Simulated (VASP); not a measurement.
# AlSn (P-6m2) in VASP: settings compared

Aim: see how the results for AlSn move with the level of theory and the settings. Levels: revPBE, PBE, PBEsol, BLYP. Tasks: single point.

Everything below comes from runs of VASP 6.6.1. Logs are shortened: lines on timing, memory, paths and dates and some standing lists are left out, and cuts for length are marked.

### 1 The cell of the first run

Symmetry: P-6m2, No. 187, hexagonal system. The conventional cell has a = 4.198 Å, b = 4.198 Å, c = 3.307 Å, α = 90.00°, β = 90.00°, γ = 120.00°. Within 3.9 Å of Al (site symmetry -6m2) lie 6 Sn at 2.93 Å and 2 Al at 3.31 Å. Sn (site symmetry -6m2) has 6 Al at 2.93 Å and 2 Sn at 3.31 Å within 3.9 Å.

### 2 Single point, revPBE

The input, INCAR:

```
SYSTEM = AlSn
PREC     = Accurate       ! precision mode
ENCUT    = 500            ! plane-wave cutoff, eV
EDIFF    = 1E-6           ! SCF threshold, eV
ISMEAR   = 0              ! smearing method
SIGMA    = 0.1            ! smearing width, eV
LREAL    = .FALSE.        ! projectors in reciprocal space
LASPH    = .TRUE.         ! aspherical terms in the spheres
NELM     = 120            ! most SCF steps
ALGO     = Normal         ! electronic algorithm
ISIF     = 2              ! what is computed and relaxed
LWAVE    = .FALSE.        ! write WAVECAR
LCHARG   = .FALSE.        ! write CHGCAR
GGA      = RE             ! functional
NBANDS   = 16             ! bands
GGA_COMPAT= .FALSE.
```

The input, KPOINTS:

```
regular mesh
0
G
  6 6 4
  0 0 0
```

The input, POSCAR:

```
AlSn
1.0
    4.1981056157      0.0000000000      0.0000000000
   -2.0990528078      3.6356661109      0.0000000000
    0.0000000000      0.0000000000      3.3068470000
Al Sn
1 1
Direct
    0.0000000000      0.0000000000      0.0000000000
    0.3333333333      0.6666666667      0.5000000000
```

Potentials or basis: VASP PAW PBE potentials, release 64 (Al, Sn_d).

Launch:

```console
cat potpaw_PBE.64/Al/POTCAR potpaw_PBE.64/Sn_d/POTCAR > POTCAR
mpirun -np 1 vasp_std > vasp.out
```

OUTCAR:

```text
SYSTEM = AlSn
   PREC = Accurate
   ENCUT = 500
   EDIFF = 1E-6
   ISMEAR = 0
   LREAL = .FALSE.
   LASPH = .TRUE.
   NELM = 120
   ISIF = 2
   GGA = RE

 ion  position               nearest neighbor table
   1  0.000  0.000  0.000-   2 2.93   2 2.93   2 2.93   2 2.93   2 2.93   2 2.93
   2  0.333  0.667  0.500-   1 2.93   1 2.93   1 2.93   1 2.93   1 2.93   1 2.93

  LATTYP: Found a hexagonal cell.
 ALAT       =     4.1981056157
 C/A-ratio  =     0.7876998110

  Lattice vectors:

 A1 = (   4.1981056157,   0.0000000000,   0.0000000000)
 A2 = (  -2.0990528078,   3.6356661109,   0.0000000000)
 A3 = (   0.0000000000,   0.0000000000,   3.3068470000)

Analysis of symmetry for initial positions (statically):
=====================================================================
 Subroutine PRICEL returns:
 Original cell was already a primitive cell.

 Routine SETGRP: Setting up the symmetry group for a
 hexagonal supercell.

 Subroutine GETGRP returns: Found 12 space group operations
 (whereof 12 operations were pure point group operations)
 out of a pool of 24 trial point group operations.

The static configuration has the point symmetry D_3h.

Analysis of symmetry for dynamics (positions and initial velocities):
=====================================================================
 Subroutine PRICEL returns:
 Original cell was already a primitive cell.

 Routine SETGRP: Setting up the symmetry group for a
 hexagonal supercell.

 Subroutine GETGRP returns: Found 12 space group operations
 (whereof 12 operations were pure point group operations)
 out of a pool of 24 trial point group operations.

The dynamic configuration has the point symmetry D_3h.

 Subroutine INISYM returns: Found 12 space group operations
 (whereof 12 operations are pure point group operations),
 and found     1 'primitive' translations

----------------------------------------------------------------------------------------

                                     Primitive cell

  volume of cell :      50.4721

  direct lattice vectors                    reciprocal lattice vectors
     4.198105616  0.000000000  0.000000000     0.238202678  0.137526380  0.000000000
    -2.099052808  3.635666111  0.000000000     0.000000000  0.275052760  0.000000000
     0.000000000  0.000000000  3.306847000     0.000000000  0.000000000  0.302402863

  length of vectors
     4.198105616  4.198105616  3.306847000     0.275052760  0.275052760  0.302402863

[... 76 lines left out ...]
   EDIFF  = 0.1E-05   stopping-criterion for ELM
   LREAL  =      F    real-space projection
   EDIFFG = 0.1E-04   stopping-criterion for IOM
   NSW    =      0    number of steps for IOM
   IBRION =     -1    ionic relax: 0-MD 1-quasi-New 2-CG
   NFREE  =      0    steps in history (QN), initial steepest desc. (CG)
   ISIF   =      2    stress and relaxation
   ISYM   =      2    0-nonsym 1-usesym 2-fastsym
   POTIM  = 0.5000    time-step for ionic-motion
   TEBEG  =    0.0;   TEEND  =   0.0 temperature during run
   PSTRESS=    0.0 pullay stress
   NELECT =      17.0000    total number of electrons
   NUPDOWN=      -1.0000    fix difference up-down
   EMIN   =  10.00;   EMAX   =-10.00  energy-range for DOS
   EFERMI =   0.00;   METHOD = LEGACY
   ISMEAR =     0;   SIGMA  =   0.10  broadening in eV -4-tet -1-fermi 0-gaus
   EFERMI_NEDOS =   21; number of points for ismear=-14 and -15
   IALGO  =     38    algorithm
   IMIX   =      4    mixing-type and parameters
     AMIX     =   0.40;   BMIX     =  1.00
     AMIX_MAG =   1.60;   BMIX_MAG =  1.00
  volume/ion in A,a.u.               =      25.24       170.30
  Fermi-wavevector in a.u.,A,eV,Ry     =   1.139044  2.152482 17.652500  1.297422
  Thomas-Fermi vector in A             =   2.275748
   LORBIT       =      0    0 simple, 1 ext, 2 COOP (PROOUT), +10 PAW based schemes
   GGA     = RE    functional components
   LHFCALC =     F    Hartree Fock is set to
   AEXX    =    0.0000 exact exchange contribution
   IVDW    =     0    specifies the selected vdW correction
   LEPSILON=     F    determine dielectric tensor
   LRPA    =     F    only Hartree local field effects (RPA)
 non-spin polarized calculation
 Gauss-broadening in eV      SIGMA  =   0.10
  energy-cutoff  :      500.00
  volume of cell :       50.47
 maximum number of plane-waves:      1308
 NGX is ok and might be reduce to    32
   NGX = 15   NGY = 15   NGZ = 13

 number of electron      16.9999993 magnetization

 Free energy of the ion-electron system (eV)
  ---------------------------------------------------
  ext. energy  EPLUGINS =         0.00000000
  ---------------------------------------------------
  free energy    TOTEN  =        -6.67031802 eV

  energy without entropy =       -6.66711444  energy(sigma->0) =       -6.66871623

 E-fermi :   6.3157     XC(G=0):  -9.4964

 val. band max:        6.2963586278   @ k =   0.0000   0.0000   0.0000
 cond. band min:       6.3212389087   @ k =   0.1667   0.1667   0.5000
 fundamental gap:      0.0248802809
 Fermi energy:         6.3156582213

 k-point     1 :       0.0000    0.0000    0.0000
  band No.  band energies     occupation
      1     -14.8402      2.00000
      2     -14.7796      2.00000
      3     -14.7796      2.00000
      4     -14.7272      2.00000
      5     -14.7272      2.00000
      6      -3.9202      2.00000
[... 376 lines left out ...]
      3     -14.7644      2.00000
      4     -14.7597      2.00000
      5     -14.6528      2.00000
      6       1.1840      2.00000
[... 8 lines left out ...]
     15      16.5339      0.00000
     16      16.5905      0.00000

------------------------ aborting loop because EDIFF is reached ----------------------------------------

  FORCE on cell =-STRESS in cart. coord.  units (eV):
  Direction    XX          YY          ZZ          XY          YZ          ZX
  --------------------------------------------------------------------------------------
  -------------------------------------------------------------------------------------
  Total       -0.4948601     -0.4948601      2.8783423     -0.0000000     -0.0000000     -0.0000000
  in kB      -15.7087474    -15.7087474     91.3695684     -0.0000000     -0.0000000     -0.0000000
  external PRESSURE =      19.9840245 kB  Pullay stress =       0.0000000 kB

 VOLUME and BASIS-vectors are now :
 -----------------------------------------------------------------------------
  energy-cutoff  :      500.00
  volume of cell :       50.47
      direct lattice vectors                 reciprocal lattice vectors
     4.198105616  0.000000000  0.000000000     0.238202678  0.137526380  0.000000000
    -2.099052808  3.635666111  0.000000000     0.000000000  0.275052760  0.000000000
     0.000000000  0.000000000  3.306847000     0.000000000  0.000000000  0.302402863

 POSITION                                       TOTAL-FORCE (eV/Angst)
 -----------------------------------------------------------------------------------
      0.00000      0.00000      0.00000         0.000000      0.000000      0.000000
     -0.00000      2.42378      1.65342        -0.000000     -0.000000      0.000000
 -----------------------------------------------------------------------------------
    total drift:                                0.000000     -0.000000     -0.000000

  FREE ENERGIE OF THE ION-ELECTRON SYSTEM (eV)
  ---------------------------------------------------
  free  energy   TOTEN  =        -6.6703180234 eV

  energy  without entropy=       -6.6671144392  energy(sigma->0) =       -6.66871623
```

OSZICAR:

```text
N       E                     dE             d eps       ncg     rms          rms(c)
DAV:   1     0.997201547575E+02    0.99720E+02   -0.74171E+03   696   0.122E+03
DAV:   2     0.149174671070E+01   -0.98228E+02   -0.93600E+02   744   0.332E+02
DAV:   3    -0.649108904247E+01   -0.79828E+01   -0.78564E+01   816   0.761E+01
DAV:   4    -0.669163024158E+01   -0.20054E+00   -0.20050E+00   880   0.127E+01
DAV:   5    -0.670064532518E+01   -0.90151E-02   -0.90150E-02   992   0.260E+00    0.239E+00
DAV:   6    -0.667918621985E+01    0.21459E-01   -0.16538E-02   928   0.164E+00    0.139E+00
DAV:   7    -0.666986231836E+01    0.93239E-02   -0.22888E-02   888   0.174E+00    0.148E-01
DAV:   8    -0.667023188203E+01   -0.36956E-03   -0.26028E-03   928   0.580E-01    0.367E-02
DAV:   9    -0.667030200894E+01   -0.70127E-04   -0.13008E-04   896   0.109E-01    0.162E-02
DAV:  10    -0.667031462316E+01   -0.12614E-04   -0.17256E-05   928   0.280E-02    0.603E-03
DAV:  11    -0.667031796314E+01   -0.33400E-05   -0.70799E-06   816   0.149E-02    0.136E-03
DAV:  12    -0.667031802336E+01   -0.60223E-07   -0.17780E-07   704   0.327E-03
   1 F= -.66703180E+01 E0= -.66687162E+01  d E =-.320358E-02
```

Wall time 15 s (1 thread of Intel Xeon Platinum 8375C at 2.90GHz (Ice Lake), shared host); peak memory 0.16 GiB.

What came out:

```yaml
Free_energy: -6.6703 eV
Pressure: 2.0 GPa
```

Stress tensor (GPa, compression positive):
```
-1.57  0.00  0.00
 0.00 -1.57  0.00
 0.00  0.00  9.14
```

Levels at points of the mesh, in eV from the Fermi level:
| k point | band 5 | band 6 | band 7 | band 8 | band 9 | band 10 | band 11 | band 12 |
| --- | --- | --- | --- | --- | --- | --- | --- | --- |
| (0.00, 0.00, 0.00) | -21.04 | -10.24 | -0.02 | -0.02 | 0.95 | 2.82 | 3.30 | 3.30 |
| (0.50, 0.00, 0.00) | -21.04 | -8.39 | -6.13 | -1.64 | 0.80 | 4.66 | 6.70 | 7.33 |
| (0.00, 0.00, 0.50) | -20.98 | -7.21 | -5.99 | 2.92 | 2.92 | 3.79 | 3.79 | 3.98 |
| (0.50, 0.00, 0.50) | -20.97 | -5.50 | -3.99 | -2.99 | -2.12 | 1.38 | 2.58 | 3.93 |

Caveat: the k points lie up to 0.48 Å⁻¹ apart; the PAW data sets were made with another functional, which shifts forces and pressure a little; spin-orbit coupling is left out, which moves the levels of the heavy elements.

### 3 Single point, PBE

The input, INCAR:

```
ALGO = Normal
EDIFF = 1E-6
ENCUT = 500
GGA = PE
GGA_COMPAT = F
ISIF = 2
ISMEAR = 0
LASPH = T
LCHARG = F
LREAL = F
LWAVE = F
NBANDS = 16
NELECT = 19.0
NELM = 120
PREC = Accurate
SIGMA = 0.1
```

The input, KPOINTS:

```
k-points
0
Gamma
  6 6 4
```

POSCAR is that of step 2.

Potentials or basis: VASP PAW PBE potentials, release 64 (Al, Sn_d).

Launch:

```console
cat potpaw_PBE.64/Al/POTCAR potpaw_PBE.64/Sn_d/POTCAR > POTCAR
mpirun -np 1 vasp_std > vasp.out
```

Wall time 19 s (1 thread of Intel Xeon Platinum 8375C at 2.90GHz (Ice Lake), shared host); peak memory 0.16 GiB.

It converged, with:

```yaml
Free_energy: 7.1487 eV
```

Levels at points of the mesh, in eV from the Fermi level:
```
           k point  band 7  band 8  band 9  band 10  band 11  band 12
(0.00, 0.00, 0.00)   -2.08   -2.08   -1.06     0.71     1.01     1.01
(0.50, 0.00, 0.00)   -8.30   -3.78   -1.61     2.58     4.64     5.22
(0.00, 0.00, 0.50)   -8.17    0.86    0.86     1.74     1.74     2.00
(0.50, 0.00, 0.50)   -6.13   -5.15   -4.28    -0.75     0.46     1.48
```

Caveat: the k points lie up to 0.48 Å⁻¹ apart; the cell carries a net charge on a neutralising background, which shifts energy and pressure; the cell is charged against a uniform background, so pressure and absolute levels hang on convention; spin-orbit coupling is left out, which moves the levels of the heavy elements.

### 4 Single point, PBEsol

Edit INCAR of step 3 so:

```diff
@@ -3,3 +3,3 @@
 ENCUT = 500
-GGA = PE
+GGA = PS
 GGA_COMPAT = F
@@ -12,3 +12,2 @@
 NBANDS = 16
-NELECT = 19.0
 NELM = 120
```

KPOINTS is that of step 3.

POSCAR is that of step 3.

Launch:

```console
cat potpaw_PBE.64/Al/POTCAR potpaw_PBE.64/Sn_d/POTCAR > POTCAR
mpirun -np 1 vasp_std > vasp.out
```

Run time: 17 s. Hardware: 1 thread of Intel Xeon Platinum 8375C at 2.90GHz (Ice Lake), shared host; peak memory 0.16 GiB.

Results (log left out):

```yaml
Free_energy: -7.9372 eV
Pressure: -0.9 GPa
```

Stress tensor (GPa, compression positive):
```
-4.41  0.00  0.00
 0.00 -4.41  0.00
 0.00  0.00  5.99
```

Levels at points of the mesh, in eV from the Fermi level:
| k point | band 4 | band 5 | band 6 | band 7 | band 8 | band 9 | band 10 | band 11 | band 12 | band 13 |
| --- | --- | --- | --- | --- | --- | --- | --- | --- | --- | --- |
| (0.00, 0.00, 0.00) | -20.90 | -20.90 | -10.27 | -0.02 | -0.02 | 0.89 | 2.79 | 3.31 | 3.31 | 5.34 |
| (0.50, 0.00, 0.00) | -20.91 | -20.91 | -8.43 | -6.14 | -1.64 | 0.74 | 4.62 | 6.69 | 7.34 | 8.15 |
| (0.00, 0.00, 0.50) | -20.95 | -20.84 | -7.27 | -5.99 | 2.88 | 2.88 | 3.82 | 3.82 | 3.94 | 4.38 |
| (0.50, 0.00, 0.50) | -20.93 | -20.83 | -5.57 | -3.99 | -3.01 | -2.12 | 1.35 | 2.61 | 3.87 | 4.10 |

Caveat: the k points lie up to 0.48 Å⁻¹ apart; the PAW data sets were made with another functional, which shifts forces and pressure a little; spin-orbit coupling is left out, which moves the levels of the heavy elements.

### 5 Single point, BLYP

The input, INCAR:

```
SYSTEM = AlSn
PREC = Accurate
ENCUT = 500
EDIFF = 1E-6
ISMEAR = 0
SIGMA = 0.1
LREAL = .FALSE.
LASPH = .TRUE.
NELM = 120
ALGO = Normal
ISIF = 2
LWAVE = .FALSE.
LCHARG = .FALSE.
GGA = B5
ALDAX = 1.0
AGGAX = 1.0
AGGAC = 1.0
ALDAC = 0.0
NBANDS = 16
GGA_COMPAT = .FALSE.
```

The input, KPOINTS:

```
regular mesh
0
G
  6 6 4
  0 0 0
```

POSCAR is that of step 4.

Potentials or basis: VASP PAW PBE potentials, release 64 (Al, Sn_d).

Launch:

```console
cat potpaw_PBE.64/Al/POTCAR potpaw_PBE.64/Sn_d/POTCAR > POTCAR
mpirun -np 1 vasp_std > vasp.out
```

OUTCAR:

```text
SYSTEM = AlSn
   PREC = Accurate
   ENCUT = 500
   EDIFF = 1E-6
   ISMEAR = 0
   LREAL = .FALSE.
   LASPH = .TRUE.
   NELM = 120
   ISIF = 2
   GGA = B5

 ion  position               nearest neighbor table
   1  0.000  0.000  0.000-   2 2.93   2 2.93   2 2.93   2 2.93   2 2.93   2 2.93
   2  0.333  0.667  0.500-   1 2.93   1 2.93   1 2.93   1 2.93   1 2.93   1 2.93

  LATTYP: Found a hexagonal cell.
 ALAT       =     4.1981056157
 C/A-ratio  =     0.7876998110

  Lattice vectors:

[... 582 lines left out ...]

  FORCE on cell =-STRESS in cart. coord.  units (eV):
  Direction    XX          YY          ZZ          XY          YZ          ZX
  --------------------------------------------------------------------------------------
  -------------------------------------------------------------------------------------
  Total        0.3160520      0.3160520      3.7061647      0.0000000      0.0000000      0.0000000
  in kB       10.0326968     10.0326968    117.6478086      0.0000000      0.0000000      0.0000000
  external PRESSURE =      45.9044007 kB  Pullay stress =       0.0000000 kB

 VOLUME and BASIS-vectors are now :
 -----------------------------------------------------------------------------
  energy-cutoff  :      500.00
  volume of cell :       50.47
      direct lattice vectors                 reciprocal lattice vectors
     4.198105616  0.000000000  0.000000000     0.238202678  0.137526380  0.000000000
    -2.099052808  3.635666111  0.000000000     0.000000000  0.275052760  0.000000000
     0.000000000  0.000000000  3.306847000     0.000000000  0.000000000  0.302402863

 POSITION                                       TOTAL-FORCE (eV/Angst)
 -----------------------------------------------------------------------------------
      0.00000      0.00000      0.00000        -0.000000     -0.000000      0.000000
     -0.00000      2.42378      1.65342         0.000000      0.000000      0.000000
 -----------------------------------------------------------------------------------
    total drift:                                0.000000     -0.000000     -0.000000

  FREE ENERGIE OF THE ION-ELECTRON SYSTEM (eV)
  ---------------------------------------------------
  free  energy   TOTEN  =        -5.5444200717 eV

  energy  without entropy=       -5.5411414303  energy(sigma->0) =       -5.54278075
```

stdout:

```text
POSCAR found type information on POSCAR AlSn
 POSCAR found :  2 types and       2 ions
 scaLAPACK will be used
 -----------------------------------------------------------------------------
|                                                                             |
|                                                                             |
|     You enforced a specific xc type in the INCAR file but a different       |
|     I HOPE YOU KNOW WHAT YOU ARE DOING!                                     |
|                                                                             |
 -----------------------------------------------------------------------------

 LDA part: xc-table for (Slater(with rela. corr.)+VWN5), standard interpolation
 POSCAR, INCAR and KPOINTS ok, starting setup
 FFT: planning ... GRIDC
 FFT: planning ... GRID_SOFT
 FFT: planning ... GRID
 WAVECAR not read
 entering main loop
```

It took 24 s on 1 thread of Intel Xeon Platinum 8375C at 2.90GHz (Ice Lake), shared host; peak memory 0.16 GiB.

What came out:

| Quantity | Value |
| --- | --- |
| Free energy | -5.5444 eV |
| Pressure | 4.6 GPa |

Caveat: the k points lie up to 0.48 Å⁻¹ apart; the PAW data sets were made with another functional, which shifts forces and pressure a little; spin-orbit coupling is left out, which moves the levels of the heavy elements.

### 6 Summary

| level | gap on the mesh (eV) | pressure (GPa) |
| --- | --- | --- |
| revPBE | none | 2.0 |
| PBEsol | none | -0.9 |
| BLYP | none | 4.6 |

Alike in all rows: task single point; potentials or basis VASP PAW PBE potentials, release 64 (Al, Sn_d); no spin polarisation; cell as given; k mesh 6 × 6 × 4; cutoff (eV) 500; smearing gaussian 0.1 eV.

Caveats: all runs use coarse meshes; the PAW data sets were made with another functional, which shifts forces and pressure a little; spin-orbit coupling is left out, which moves the levels of the heavy elements.

Absolute energies hang on the potentials; compare differences alone.
